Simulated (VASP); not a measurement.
TaAs, 2 atoms in the cell. It takes space group P-6m2 (No. 187, hexagonal). Conventional cell: a = 3.333 Å, b = 3.333 Å, c = 3.274 Å, α = 90.00°, β = 90.00°, γ = 120.00°. Within 3.4 Å of Ta (site symmetry -6m2) lie 6 As at 2.53 Å and 8 Ta at 3.27 to 3.33 Å. Within 3.4 Å of As (site symmetry -6m2) lie 6 Ta at 2.53 Å and 8 As at 3.27 to 3.33 Å. 

- Program: VASP 6.6.1
- Task: relaxation of cell and atoms
- Functional: PBE
- Potentials or basis: VASP PAW PBE potentials, release 64 (Ta_pv, As)
- Cutoff: 600 eV
- k mesh: 6 × 6 × 6
- Occupations: gaussian, width 0.1 eV
- Spin: no spin polarisation
- Dipole correction: no
- Further INCAR settings: ALGO = Normal; EDIFF = 1e-07; IBRION = 2; EDIFFG = -0.05; NSW = 80; ISIF = 3

Potentials or basis: VASP PAW PBE potentials, release 64 (Ta_pv, As).

The run is started by

```bash
$ cat potpaw_PBE.64/Ta_pv/POTCAR potpaw_PBE.64/As/POTCAR > POTCAR
$ mpirun -np 1 vasp_std > vasp.out
```

Hardware: 1 thread of Intel(R) Xeon(R) Platinum 8488C (Sapphire Rapids) (shared host).

**Question.** How long does it take, and how much memory?

**Answer.** It took 53 s on 1 thread of Intel(R) Xeon(R) Platinum 8488C (Sapphire Rapids) (shared host), peak memory 0.17 GiB. Counts: scf iterations 68, k points 28, ion steps 7.
